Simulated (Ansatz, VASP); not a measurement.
AlN: VASP beside Ansatz

The input INCAR:

```
SYSTEM = AlN
ALGO = Normal
EDIFF = 1E-6
ENCUT = 520
GGA = PE
ISIF = 2
ISMEAR = 0
LASPH = .True.
LCHARG = .False.
LREAL = .False.
LWAVE = .False.
NBANDS = 26
NELM = 100
PREC = Accurate
SIGMA = 0.05
```

Contents of KPOINTS:

```
k-points
0
Gamma
  6 6 6
  0 0 0
```

File POSCAR:

```
AlN
1.0
    4.4025164325      0.0000000000      0.0000000000
    0.0000000000     -4.4025164325      0.0000000000
    0.0000000000      0.0000000000     -4.4025164325
Al N
4 4
Direct
   -0.1011869641     -0.0858599862     -0.1011869641
    0.5000000000      0.5000000000      0.0000000000
    0.5000000000      0.0000000000      0.5000000000
    0.0000000000      0.5000000000      0.5000000000
    0.7500000000      0.7500000000      0.7500000000
    0.2500000000      0.2500000000      0.7500000000
    0.2500000000      0.7500000000      0.2500000000
    0.7500000000      0.2500000000      0.2500000000
```

Input for Ansatz:

```yaml
crystal:
  lattice:
    - [4.4025164325, 0.0, 0.0]
    - [0.0, -4.4025164325, 0.0]
    - [0.0, 0.0, -4.4025164325]
  atoms:
    - { symbol: Al, position: [-0.1011869641, -0.0858599862, -0.1011869641] }
    - { symbol: Al, position: [0.5, 0.5, 0.0] }
    - { symbol: Al, position: [0.5, 0.0, 0.5] }
    - { symbol: Al, position: [0.0, 0.5, 0.5] }
    - { symbol: "N", position: [0.75, 0.75, 0.75] }
    - { symbol: "N", position: [0.25, 0.25, 0.75] }
    - { symbol: "N", position: [0.25, 0.75, 0.25] }
    - { symbol: "N", position: [0.75, 0.25, 0.25] }
basis:
  ecutwfc: 420
kpoints:
  mp_grid: { grid: [6, 6, 6] }
hamiltonian:
  xc: pbe
  pseudopotentials: { kind: paw, azcp: { folder: soft_1 } }
scf:
  occupations: { method: gaussian, width: 0.05 }
output:
  forces: true
  stress: true
  eigenvalues: true
```

Alike in both runs: task single point; functional PBE; k mesh 6 × 6 × 6; occupations gaussian, width 0.05 eV; no spin polarisation.

|  | VASP | Ansatz |
| --- | --- | --- |
| version | VASP 6.6.1 | Ansatz 0.2.0 |
| potentials or method | VASP PAW PBE potentials, release 64 (Al, N), cutoff 520 eV | scalar-relativistic, plane waves, PAW |
| valence electrons in the cell | 32 | 32 |

|  | VASP | Ansatz | Ansatz less VASP |
| --- | --- | --- | --- |
| gap on the k mesh at the Fermi level (eV) | 1.55 | 1.54 | -0.005 |
| least direct gap on the mesh (eV) | 1.73 | 1.73 | -0.001 |
| rms of the force components (eV/Å) | 19.879 | 21.351 | +1.4713 |

Atom by atom the forces differ by 1.475 eV/Å (rms over components). With one functional, cell and mesh, what is left measures potentials, basis and numerics.
